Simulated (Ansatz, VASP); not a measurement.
NaF: VASP beside Ansatz

File INCAR:

```
SYSTEM = NaF
  PREC = Accurate
  ENCUT = 520
  EDIFF = 1E-6
  ISMEAR = 0
  SIGMA = 0.05
  LREAL = .False.
  LASPH = .True.
  NELM = 80
  ALGO = Normal
  ISIF = 2
  LWAVE = .False.
  LCHARG = .True.
  LELF = .True.
  LVHAR = .True.
  NBANDS = 14
```

File KPOINTS:

```
regular mesh
0
Gamma
  8 8 8
  0 0 0
```

Contents of POSCAR:

```
NaF
1.0
    0.0000000000      2.3813825000      2.4394650000
    2.3813825000      0.0000000000      2.4394650000
    2.3813825000      2.3813825000      0.0000000000
Na F
1 1
Direct
    0.0000000000      0.0000000000      0.0000000000
    0.5000000000      0.5000000000      0.5000000000
```

Input for Ansatz:

```yaml
crystal:
  lattice:
    - [0.0, 2.3813825, 2.439465]
    - [2.3813825, 0.0, 2.439465]
    - [2.3813825, 2.3813825, 0.0]
  atoms:
    - { symbol: Na, position: [0.0, 0.0, 0.0] }
    - { symbol: F, position: [0.5, 0.5, 0.5] }
basis:
  ecutwfc: 420
kpoints:
  mp_grid: { grid: [8, 8, 8] }
hamiltonian:
  xc: lda
scf:
  occupations: { method: gaussian, width: 0.05 }
output:
  forces: true
  stress: true
  eigenvalues: true
```

Change from the starting cell: strain +0.025 along x and y, +0.050 along z, atoms carried along.

Alike in both runs: task single point; functional LDA; k mesh 8 × 8 × 8; occupations gaussian, width 0.05 eV; no spin polarisation.

```csv
,VASP,Ansatz
version,VASP 6.6.1,Ansatz 0.2.0
potentials or method,"VASP PAW LDA potentials, release 64 (Na_pv, F), cutoff 520 eV","scalar-relativistic, plane waves, PAW"
valence electrons in the cell,14,16
```

VASP gave:

```
gap on the k mesh at the Fermi level (eV)                     : 5.43
least direct gap on the mesh (eV)                             : 5.43
pressure (GPa)                                                : -7.6
traceless stress, the component that is largest in VASP (GPa) : -0.43
```

**Question.** Which values does Ansatz return?

**Answer.** gap on the k mesh at the Fermi level (eV): 5.45; least direct gap on the mesh (eV): 5.45; pressure (GPa): -7.5; traceless stress, the component that is largest in VASP (GPa): -0.41.

LDA's correlation is that of Perdew and Zunger in VASP and of Perdew and Wang (1992) in Ansatz. VASP's potentials hold 14 valence electrons a cell and Ansatz's 16, so a difference there can come from the potentials and not from the codes.
